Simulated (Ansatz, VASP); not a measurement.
## BiS: VASP beside Ansatz

The input POSCAR:

```
BiS
1.0
    4.0029443400      0.0000000000      0.0000000000
    0.0000000000      4.0029443400      0.0000000000
    0.0000000000      0.0000000000      4.0029443400
Bi S
1 1
Direct
    0.5000000000      0.5000000000      0.5000000000
    0.0000000000      0.0000000000      0.0000000000
```

File INCAR.step1:

```
SYSTEM = BiS
ALGO = Normal
EDIFF = 1E-5
ENCUT = 520
GGA = PE
ISIF = 2
ISMEAR = -1
LASPH = .TRUE.
LCHARG = .FALSE.
LREAL = .FALSE.
LWAVE = .TRUE.
NBANDS = 18
NELM = 60
PREC = Accurate
SIGMA = 0.05
```

INCAR.step2

```
SYSTEM = BiS
ALGO = Normal
EDIFF = 1E-6
ENCUT = 520
GGA = PE
HFSCREEN = 0.2079
ISIF = 2
ISMEAR = -1
ISTART = 1
LASPH = .TRUE.
LCHARG = .FALSE.
LHFCALC = .TRUE.
LREAL = .FALSE.
LWAVE = .FALSE.
NBANDS = 18
NELM = 60
PREC = Accurate
PRECFOCK = Normal
SIGMA = 0.05
```

The input KPOINTS:

```
k-points
0
G
  4 4 4
  0 0 0
```

Contents of input:

```
crystal:
  lattice:
    - [4.00294434, 0.0, 0.0]
    - [0.0, 4.00294434, 0.0]
    - [0.0, 0.0, 4.00294434]
  atoms:
    - { symbol: Bi, position: [0.5, 0.5, 0.5] }
    - { symbol: S, position: [0.0, 0.0, 0.0] }
hamiltonian:
  xc: hse06
  pseudopotentials: { kind: paw }
kpoints:
  mp_grid: { grid: [4, 4, 4] }
  band_path:
    path:
      - [[0.0, 0.0, 0.0], [0.0, 0.5, 0.0], [0.5, 0.5, 0.0], [0.0, 0.0, 0.0], [0.5, 0.5, 0.5], [0.0, 0.5, 0.0]]
      - [[0.5, 0.5, 0.0], [0.5, 0.5, 0.5]]
    npoints: 4
scf:
  occupations: { method: fermi_dirac, width: 0.05 }
  n_extra_bands: 6
output:
  forces: true
  stress: true
  eigenvalues: true
  fatbands: false
```

Alike in both runs: functional HSE06; k mesh 4 × 4 × 4; occupations fermi-dirac, width 0.05 eV; no spin polarisation.

```csv
,VASP,Ansatz
version,VASP 6.6.1,Ansatz 0.2.0
potentials or method,"VASP PAW PBE potentials, release 64 (Bi_d, S)",Ansatz PAW
plane-wave cutoff (eV),520,420
valence electrons in the cell,21,21
task,single point,band structure
```

Ansatz gave:

* gap on the k mesh at the Fermi level (eV): none
* pressure (GPa): -13.2

Q: Which values does VASP return?

A: gap on the k mesh at the Fermi level (eV): none; pressure (GPa): -13.3.

A gap of «none» marks a metal or a gap that the smearing closes. The functional is the same, so the differences come from potentials, cutoffs and numerics.

The k mesh is coarse, so the values compare programs but aren't converged. Neither program's run includes spin-orbit coupling.
